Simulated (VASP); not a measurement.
# Ta (I4/mmm) in VASP: a series of runs, part 2 of 2

VASP 6.6.1.

## Step 3: Single point, PBE (strain +0.0150 x Voigt [1, 0, 0, 0, 0, 0])

INCAR reads:

```
SYSTEM = Ta
PREC = Accurate
ENCUT = 520
EDIFF = 1E-6
ISMEAR = 0
SIGMA = 0.15
LREAL = .FALSE.
LASPH = .TRUE.
NELM = 60
ALGO = Normal
ISIF = 2
LWAVE = .FALSE.
LCHARG = .FALSE.
GGA = PE
NBANDS = 12
```

KPOINTS reads:

```
Automatic mesh
0
G
  20 20 20
  0 0 0
```

POSCAR reads:

```
Ta
1.0
   -1.6760492000      1.6512800000      1.6512800000
    1.6760492000     -1.6512800000      1.6512800000
    1.6760492000      1.6512800000     -1.6512800000
Ta
1
Direct
    0.0000000000      0.0000000000      0.0000000000
```

Potentials or basis: VASP PAW PBE potentials, release 64 (Ta_pv).

Launch:

```console
$ cat potpaw_PBE.64/Ta_pv/POTCAR > POTCAR
$ mpirun -np 1 vasp_std > vasp.out
```

OUTCAR:

```text
SYSTEM = Ta
   PREC = Accurate
   ENCUT = 520
   EDIFF = 1E-6
   ISMEAR = 0
   LREAL = .FALSE.
   LASPH = .TRUE.
   NELM = 60
   ISIF = 2
   GGA = PE

 ion  position               nearest neighbor table
   1  0.000  0.000  0.000-

  LATTYP: Found a body centered tetragonal cell.
 ALAT       =     3.3025600000
 C/A-ratio  =     1.0150000000

  Lattice vectors:

 A1 = (  -1.6760492000,   1.6512800000,  -1.6512800000)
 A2 = (  -1.6760492000,  -1.6512800000,   1.6512800000)
 A3 = (   1.6760492000,   1.6512800000,   1.6512800000)

Analysis of symmetry for initial positions (statically):
=====================================================================
 Subroutine PRICEL returns:
 Original cell was already a primitive cell.

 Routine SETGRP: Setting up the symmetry group for a
 body centered tetragonal supercell.

 Subroutine GETGRP returns: Found 16 space group operations
 (whereof 16 operations were pure point group operations)
 out of a pool of 16 trial point group operations.

The static configuration has the point symmetry D_4h.

Analysis of symmetry for dynamics (positions and initial velocities):
=====================================================================
 Subroutine PRICEL returns:
 Original cell was already a primitive cell.

 Routine SETGRP: Setting up the symmetry group for a
 body centered tetragonal supercell.

 Subroutine GETGRP returns: Found 16 space group operations
 (whereof 16 operations were pure point group operations)
 out of a pool of 16 trial point group operations.

The dynamic configuration has the point symmetry D_4h.

 Subroutine INISYM returns: Found 16 space group operations
 (whereof 16 operations are pure point group operations),
 and found     1 'primitive' translations

----------------------------------------------------------------------------------------

                                     Primitive cell

  volume of cell :      18.2805

  direct lattice vectors                    reciprocal lattice vectors
    -1.676049200  1.651280000  1.651280000     0.000000000  0.302795407  0.302795407
     1.676049200 -1.651280000  1.651280000     0.298320598  0.000000000  0.302795407
     1.676049200  1.651280000 -1.651280000     0.298320598  0.302795407  0.000000000

  length of vectors
     2.874472508  2.874472508  2.874472508     0.428217371  0.425064981  0.425064981

  position of ions in fractional coordinates (direct lattice)
     0.000000000  0.000000000  0.000000000

  ion indices of the primitive-cell ions
   primitive index   ion index
                 1           1

----------------------------------------------------------------------------------------

 KPOINTS: Automatic mesh

Automatic generation of k-mesh.
 Grid dimensions read from file:
 generate k-points for:   20   20   20

 Generating k-lattice:

  Cartesian coordinates                     Fractional coordinates (reciprocal lattice)
     0.000000000  0.015139770  0.015139770     0.050000000  0.000000000  0.000000000
     0.014916030  0.000000000  0.015139770    -0.000000000  0.050000000  0.000000000
     0.014916030  0.015139770  0.000000000    -0.000000000  0.000000000  0.050000000

  Length of vectors
     0.021410869  0.021253249  0.021253249

  Shift w.r.t. Gamma in fractional coordinates (k-lattice)
     0.000000000  0.000000000  0.000000000

 Subroutine IBZKPT returns following result:
 ===========================================

 Found    641 irreducible k-points:

 Following reciprocal coordinates:
            Coordinates               Weight
  0.000000  0.000000  0.000000      1.000000
  0.050000  0.000000  0.000000      4.000000
  0.100000  0.000000  0.000000      4.000000
  0.150000  0.000000  0.000000      4.000000
  0.200000  0.000000  0.000000      4.000000
  0.250000  0.000000  0.000000      4.000000
[... 16 lines left out ...]
  0.050000  0.100000 -0.000000     16.000000
  0.100000  0.100000  0.000000     16.000000
 [... further k-points ...]
   k-points           NKPTS =    641   k-points in BZ     NKDIM =    641   number of bands    NBANDS=     12
   number of dos      NEDOS =    301   number of ions     NIONS =      1
   total plane-waves  NPLWV =  13824
   dimension x,y,z NGX =    24 NGY =   24 NGZ =   24
   dimension x,y,z NGXF=    48 NGYF=   48 NGZF=   48
   ions per type =               1
   NGX,Y,Z   is equivalent  to a cutoff of  13.88, 13.88, 13.88 a.u.
   NGXF,Y,Z  is equivalent  to a cutoff of  27.76, 27.76, 27.76 a.u.
 SYSTEM =  Ta
   PREC   = accura    normal or accurate (medium, high low for compatibility)
   ISTART =      0    job   : 0-new  1-cont  2-samecut
   ICHARG =      2    charge: 1-file 2-atom 10-const
   ISPIN  =      1    spin polarized calculation?
   LNONCOLLINEAR =      F non collinear calculations
   LSORBIT =      F    spin-orbit coupling
   LASPH  =      T    aspherical Exc in radial PAW
   ENCUT  =  520.0 eV  38.22 Ry    6.18 a.u.   5.34  5.34  5.34*2*pi/ulx,y,z
   NELM   =     60;   NELMIN=  2; NELMDL= -5     # of ELM steps
   EDIFF  = 0.1E-05   stopping-criterion for ELM
   LREAL  =      F    real-space projection
   EDIFFG = 0.1E-04   stopping-criterion for IOM
   NSW    =      0    number of steps for IOM
   IBRION =     -1    ionic relax: 0-MD 1-quasi-New 2-CG
   NFREE  =      0    steps in history (QN), initial steepest desc. (CG)
   ISIF   =      2    stress and relaxation
   ISYM   =      2    0-nonsym 1-usesym 2-fastsym
   POTIM  = 0.5000    time-step for ionic-motion
   TEBEG  =    0.0;   TEEND  =   0.0 temperature during run
   PSTRESS=    0.0 pullay stress
   NELECT =      11.0000    total number of electrons
   NUPDOWN=      -1.0000    fix difference up-down
   EMIN   =  10.00;   EMAX   =-10.00  energy-range for DOS
   EFERMI =   0.00;   METHOD = LEGACY
   ISMEAR =     0;   SIGMA  =   0.15  broadening in eV -4-tet -1-fermi 0-gaus
   EFERMI_NEDOS =   21; number of points for ismear=-14 and -15
   IALGO  =     38    algorithm
   IMIX   =      4    mixing-type and parameters
     AMIX     =   0.40;   BMIX     =  1.00
     AMIX_MAG =   1.60;   BMIX_MAG =  1.00
  volume/ion in A,a.u.               =      18.28       123.36
  Fermi-wavevector in a.u.,A,eV,Ry     =   1.382111  2.611811 25.990277  1.910231
  Thomas-Fermi vector in A             =   2.506833
   LORBIT       =      0    0 simple, 1 ext, 2 COOP (PROOUT), +10 PAW based schemes
   GGA     = PE    functional components
   LHFCALC =     F    Hartree Fock is set to
   AEXX    =    0.0000 exact exchange contribution
   IVDW    =     0    specifies the selected vdW correction
   LEPSILON=     F    determine dielectric tensor
   LRPA    =     F    only Hartree local field effects (RPA)
 non-spin polarized calculation
 Gauss-broadening in eV      SIGMA  =   0.15
  energy-cutoff  :      520.00
  volume of cell :       18.28
 maximum number of plane-waves:       504
 NGX is ok and might be reduce to    24
   NGX = 11   NGY = 11   NGZ = 11

 number of electron      11.0000001 magnetization

 Free energy of the ion-electron system (eV)
  ---------------------------------------------------
  ext. energy  EPLUGINS =         0.00000000
  ---------------------------------------------------
  free energy    TOTEN  =       -11.81949824 eV

  energy without entropy =      -11.80485509  energy(sigma->0) =      -11.81217666

 E-fermi :   5.3608     XC(G=0): -12.5428

 val. band max:        5.3605064074   @ k =   0.3500   0.2000   0.0500
 cond. band min:       5.3614862446   @ k =   0.4500  -0.2500   0.1500
 fundamental gap:      0.0009798372
 Fermi energy:         5.3608049766

 k-point     1 :       0.0000    0.0000    0.0000
  band No.  band energies     occupation
      1     -27.7678      2.00000
      2     -27.7642      2.00000
      3     -27.7642      2.00000
      4      -2.4923      2.00000
      5       6.0412      0.00000
      6       6.0412      0.00000
      7       6.2250      0.00000
      8       9.1931      0.00000
      9       9.4446      0.00000
     10      20.1328      0.00000
     11      20.3994      0.00000
     12      20.3994      0.00000
[... 331 lines left out ...]
 k-point    24 :       0.1000    0.1000    0.0000
  band No.  band energies     occupation
      1     -28.0824      2.00000
      2     -27.8416      2.00000
      3     -27.7946      2.00000
      4      -1.2552      2.00000
      5       5.4263      0.53681
      6       5.6066      0.02050
      7       7.4118      0.00000
      8       8.5087      0.00000
      9       9.4852      0.00000
     10      20.0094      0.00000
     11      21.2946      0.00000
     12      22.1037      0.00000

 [... further k-points ...]

------------------------ aborting loop because EDIFF is reached ----------------------------------------

  FORCE on cell =-STRESS in cart. coord.  units (eV):
  Direction    XX          YY          ZZ          XY          YZ          ZX
  --------------------------------------------------------------------------------------
  -------------------------------------------------------------------------------------
  Total       -0.1059913      0.0927391      0.0927391      0.0000000      0.0000000     -0.0000000
  in kB       -9.2895014      8.1280290      8.1280290      0.0000000      0.0000000     -0.0000000
  external PRESSURE =       2.3221855 kB  Pullay stress =       0.0000000 kB

 VOLUME and BASIS-vectors are now :
 -----------------------------------------------------------------------------
  energy-cutoff  :      520.00
  volume of cell :       18.28
      direct lattice vectors                 reciprocal lattice vectors
    -1.676049200  1.651280000  1.651280000     0.000000000  0.302795407  0.302795407
     1.676049200 -1.651280000  1.651280000     0.298320598  0.000000000  0.302795407
     1.676049200  1.651280000 -1.651280000     0.298320598  0.302795407  0.000000000

 POSITION                                       TOTAL-FORCE (eV/Angst)
 -----------------------------------------------------------------------------------
      0.00000      0.00000      0.00000         0.000000      0.000000     -0.000000
 -----------------------------------------------------------------------------------
    total drift:                                0.000000      0.000000      0.000000

  FREE ENERGIE OF THE ION-ELECTRON SYSTEM (eV)
  ---------------------------------------------------
  free  energy   TOTEN  =       -11.8194982386 eV

  energy  without entropy=      -11.8048550875  energy(sigma->0) =      -11.81217666
```

OSZICAR:

```text
N       E                     dE             d eps       ncg     rms          rms(c)
DAV:   1     0.605429756827E+02    0.60543E+02   -0.61138E+03 15428   0.874E+02
DAV:   2    -0.112752622994E+02   -0.71818E+02   -0.70030E+02 17244   0.243E+02
DAV:   3    -0.122888717440E+02   -0.10136E+01   -0.10038E+01 18296   0.273E+01
DAV:   4    -0.122915896311E+02   -0.27179E-02   -0.27176E-02 17268   0.157E+00
DAV:   5    -0.122915990450E+02   -0.94139E-05   -0.94133E-05 18360   0.874E-02    0.131E+01
DAV:   6    -0.119287046970E+02    0.36289E+00   -0.29422E-01 18216   0.585E+00    0.635E+00
DAV:   7    -0.118203803551E+02    0.10832E+00   -0.26123E-01 17836   0.512E+00    0.377E-01
DAV:   8    -0.118195284220E+02    0.85193E-03   -0.75591E-03 17012   0.720E-01    0.133E-01
DAV:   9    -0.118195052306E+02    0.23191E-04   -0.13351E-04 18120   0.122E-01    0.266E-02
DAV:  10    -0.118194981664E+02    0.70642E-05   -0.39191E-06 17012   0.213E-02    0.313E-03
DAV:  11    -0.118194982386E+02   -0.72179E-07   -0.22096E-07  9752   0.525E-03
   1 F= -.11819498E+02 E0= -.11812177E+02  d E =-.146432E-01
```

Run time: 1.8 min. Hardware: 1 thread of Intel Xeon 8259CL, shared host; peak memory 0.25 GiB.

Results:

```
Free energy            : -11.8195 eV
Pressure               : 0.2 GPa
Band gap on the k mesh : zero (an odd number of electrons rules out a gap without spin polarisation)
```

Stress tensor (GPa, compression positive):
```
-0.93  0.00  0.00
 0.00  0.81  0.00
 0.00  0.00  0.81
```

Caveat: the cell differs from its parent crystal (strain +0.0150 x Voigt [1, 0, 0, 0, 0, 0]); spin-orbit coupling is left out, which moves the levels of the heavy elements.

## Step 4: Single point, PBE (strain +0.0300 x Voigt [1, 0, 0, 0, 0, 0])

INCAR reads:

```
  PREC = Accurate
  ENCUT = 520
  EDIFF = 1E-6
  ISMEAR = 0
  SIGMA = 0.15
  LREAL = False
  LASPH = True
  NELM = 80
  ALGO = Normal
  ISIF = 2
  LWAVE = False
  LCHARG = False
  GGA = PE
  NBANDS = 12
```

KPOINTS reads:

```
Automatic mesh
0
Gamma
  20 20 20
```

POSCAR reads:

```
Ta
1.0
   -1.7008184000      1.6512800000      1.6512800000
    1.7008184000     -1.6512800000      1.6512800000
    1.7008184000      1.6512800000     -1.6512800000
Ta
1
Direct
    0.0000000000      0.0000000000      0.0000000000
```

Launch:

```console
$ cat potpaw_PBE.64/Ta_pv/POTCAR > POTCAR
$ mpirun -np 1 vasp_std > vasp.out
```

It took 1.8 min on 1 thread of Intel Xeon 8259CL, shared host; peak memory 0.25 GiB.

It converged, with:

```yaml
Free_energy: -11.8148 eV
Pressure: -2.5 GPa
Band_gap_on_the_k_mesh: zero (an odd number of electrons rules out a gap without spin polarisation)
```

Stress tensor (GPa, compression positive):
```
-4.64  0.00  0.00
 0.00 -1.48  0.00
 0.00  0.00 -1.48
```

Levels at points of the mesh, in eV from the Fermi level:
```
           k point  band 2  band 3  band 4  band 5  band 6  band 7  band 8  band 9  band 10  band 11
(0.00, 0.00, 0.00)  -33.19  -33.19   -7.80    0.62    0.62    0.98    3.65    4.13    14.54    14.59
(0.50, 0.00, 0.00)  -33.56  -33.21   -4.23   -1.70    1.60    4.08    4.92    7.56    11.38    11.70
(0.00, 0.50, 0.00)  -33.53  -33.19   -4.26   -1.33    1.39    3.55    4.74    7.47    11.19    11.86
(0.50, 0.50, 0.50)  -33.91  -33.91   -3.67   -3.59    6.52    6.64    6.64    7.89     8.64     8.64
```

Caveat: the cell differs from its parent crystal (strain +0.0300 x Voigt [1, 0, 0, 0, 0, 0]); spin-orbit coupling is left out, which moves the levels of the heavy elements.

## Step 5: Single point, PBE (strain +0.0450 x Voigt [1, 0, 0, 0, 0, 0])

INCAR reads:

```
SYSTEM = Ta
ALGO = Fast
EDIFF = 1E-6
ENCUT = 520
GGA = PE
ISIF = 2
ISMEAR = 0
LASPH = .True.
LCHARG = .False.
LREAL = .False.
LWAVE = .False.
NBANDS = 12
NELM = 100
PREC = Accurate
SIGMA = 0.15
```

KPOINTS reads:

```
k-points
0
Gamma
  20 20 20
  0 0 0
```

POSCAR reads:

```
Ta
1.0
   -1.7255876000      1.6512800000      1.6512800000
    1.7255876000     -1.6512800000      1.6512800000
    1.7255876000      1.6512800000     -1.6512800000
Ta
1
Direct
    0.0000000000      0.0000000000      0.0000000000
```

Launch:

```console
$ cat potpaw_PBE.64/Ta_pv/POTCAR > POTCAR
$ mpirun -np 1 vasp_std > vasp.out
```

Run time: 2.7 min. Hardware: 1 thread of Intel Xeon 8259CL, shared host; peak memory 0.26 GiB.

It converged, with:

- Free energy: -11.8043 eV
- Pressure: -5.1 GPa
- Band gap on the k mesh: zero (an odd number of electrons rules out a gap without spin polarisation)

Stress tensor (GPa, compression positive):
```
-7.93  0.00  0.00
 0.00 -3.64  0.00
 0.00  0.00 -3.64
```

Levels at points of the mesh, in eV from the Fermi level:
| k point | band 3 | band 4 | band 5 | band 6 | band 7 | band 8 |
| --- | --- | --- | --- | --- | --- | --- |
| (0.00, 0.00, 0.00) | -33.25 | -7.75 | 0.57 | 0.57 | 1.08 | 3.47 |
| (0.50, 0.00, 0.00) | -33.28 | -4.17 | -1.77 | 1.60 | 4.16 | 4.92 |
| (0.00, 0.50, 0.00) | -33.25 | -4.21 | -1.23 | 1.30 | 3.35 | 4.68 |
| (0.50, 0.50, 0.50) | -33.93 | -3.62 | -3.49 | 6.37 | 6.53 | 6.53 |

Caveat: the cell differs from its parent crystal (strain +0.0450 x Voigt [1, 0, 0, 0, 0, 0]); the cell stands under tension; spin-orbit coupling is left out, which moves the levels of the heavy elements.

## Step 6: Single point, PBE (strain +0.0525 x Voigt [1, 0, 0, 0, 0, 0])

INCAR reads:

```
SYSTEM = Ta
ALGO = Normal
EDIFF = 1E-6
ENCUT = 520
GGA = PE
ISIF = 2
ISMEAR = 0
LASPH = .TRUE.
LCHARG = .FALSE.
LREAL = .FALSE.
LWAVE = .FALSE.
NBANDS = 12
NELM = 80
PREC = Accurate
SIGMA = 0.15
```

KPOINTS reads:

```
k-points
0
G
  20 20 20
  0 0 0
```

POSCAR reads:

```
Ta
1.0
   -1.7379722000      1.6512800000      1.6512800000
    1.7379722000     -1.6512800000      1.6512800000
    1.7379722000      1.6512800000     -1.6512800000
Ta
1
Direct
    0.0000000000      0.0000000000      0.0000000000
```

Potentials or basis: VASP PAW PBE potentials, release 64 (Ta_pv).

Launch:

```console
$ cat potpaw_PBE.64/Ta_pv/POTCAR > POTCAR
$ mpirun -np 1 vasp_std > vasp.out
```

OUTCAR:

```text
SYSTEM = Ta
   EDIFF = 1E-6
   ENCUT = 520
   GGA = PE
   ISIF = 2
   ISMEAR = 0
   LASPH = .TRUE.
   LREAL = .FALSE.
   NELM = 80
   PREC = Accurate

 ion  position               nearest neighbor table
   1  0.000  0.000  0.000-

  LATTYP: Found a body centered tetragonal cell.
 ALAT       =     3.3025600000
 C/A-ratio  =     1.0525000000

  Lattice vectors:

 A1 = (  -1.7379722000,   1.6512800000,  -1.6512800000)
[... 538 lines left out ...]
      9       9.0670      0.00000
     10      19.5952      0.00000
     11      20.7663      0.00000
     12      21.5388      0.00000

 [... further k-points ...]

------------------------ aborting loop because EDIFF is reached ----------------------------------------

  FORCE on cell =-STRESS in cart. coord.  units (eV):
  Direction    XX          YY          ZZ          XY          YZ          ZX
  --------------------------------------------------------------------------------------
  -------------------------------------------------------------------------------------
  Total       -1.1171657     -0.5516239     -0.5516239      0.0000000      0.0000000     -0.0000000
  in kB      -94.4243296    -46.6239848    -46.6239848      0.0000000      0.0000000     -0.0000000
  external PRESSURE =     -62.5574331 kB  Pullay stress =       0.0000000 kB

 VOLUME and BASIS-vectors are now :
 -----------------------------------------------------------------------------
  energy-cutoff  :      520.00
  volume of cell :       18.96
      direct lattice vectors                 reciprocal lattice vectors
    -1.737972200  1.651280000  1.651280000     0.000000000  0.302795407  0.302795407
     1.737972200 -1.651280000  1.651280000     0.287691598  0.000000000  0.302795407
     1.737972200  1.651280000 -1.651280000     0.287691598  0.302795407  0.000000000

 POSITION                                       TOTAL-FORCE (eV/Angst)
 -----------------------------------------------------------------------------------
      0.00000      0.00000      0.00000        -0.000000      0.000000      0.000000
 -----------------------------------------------------------------------------------
    total drift:                                0.000000      0.000000     -0.000000

  FREE ENERGIE OF THE ION-ELECTRON SYSTEM (eV)
  ---------------------------------------------------
  free  energy   TOTEN  =       -11.7969760702 eV

  energy  without entropy=      -11.7812444231  energy(sigma->0) =      -11.78911025
```

stdout:

```text
POSCAR found type information on POSCAR Ta
 POSCAR found :  1 types and       1 ions
 scaLAPACK will be used
 LDA part: xc-table for (Slater+PW92), standard interpolation
 POSCAR, INCAR and KPOINTS ok, starting setup
 FFT: planning ... GRIDC
 FFT: planning ... GRID_SOFT
 FFT: planning ... GRID
 WAVECAR not read
 entering main loop
```

Wall time 1.9 min (1 thread of Intel Xeon 8259CL, shared host); peak memory 0.26 GiB.

What came out:

- Free energy: -11.7970 eV
- Pressure: -6.3 GPa
- Band gap on the k mesh: zero (an odd number of electrons rules out a gap without spin polarisation)

Stress tensor (GPa, compression positive):
```
-9.44  0.00  0.00
 0.00 -4.66  0.00
 0.00  0.00 -4.66
```

Caveat: the cell differs from its parent crystal (strain +0.0525 x Voigt [1, 0, 0, 0, 0, 0]); the cell stands under tension; spin-orbit coupling is left out, which moves the levels of the heavy elements.

## Step 7: The runs side by side

| cell | gap on the mesh (eV) | pressure (GPa) |
| --- | --- | --- |
| a = 2.846 Å, angles 110.3, 109.1, 109.1°, 1 atom | none | 6.5 |
| a = 2.874 Å, angles 108.7, 109.9, 109.9°, 1 atom | none | 0.2 |
| a = 2.889 Å, angles 107.9, 110.3, 110.3°, 1 atom | none | -2.5 |
| a = 2.904 Å, angles 107.1, 110.7, 110.7°, 1 atom | none | -5.1 |
| a = 2.911 Å, angles 106.7, 110.9, 110.9°, 1 atom | none | -6.3 |

Alike in all rows: task single point; level PBE; potentials or basis VASP PAW PBE potentials, release 64 (Ta_pv); no spin polarisation; k mesh 20 × 20 × 20; cutoff (eV) 520; smearing gaussian 0.15 eV.

Caveats: spin-orbit coupling is left out, which moves the levels of the heavy elements; the cell stands under tension (at least some runs); the cell stands under pressure (at least some runs).

Total energies depend on the potentials used, so only differences within one code and one set of settings carry meaning.
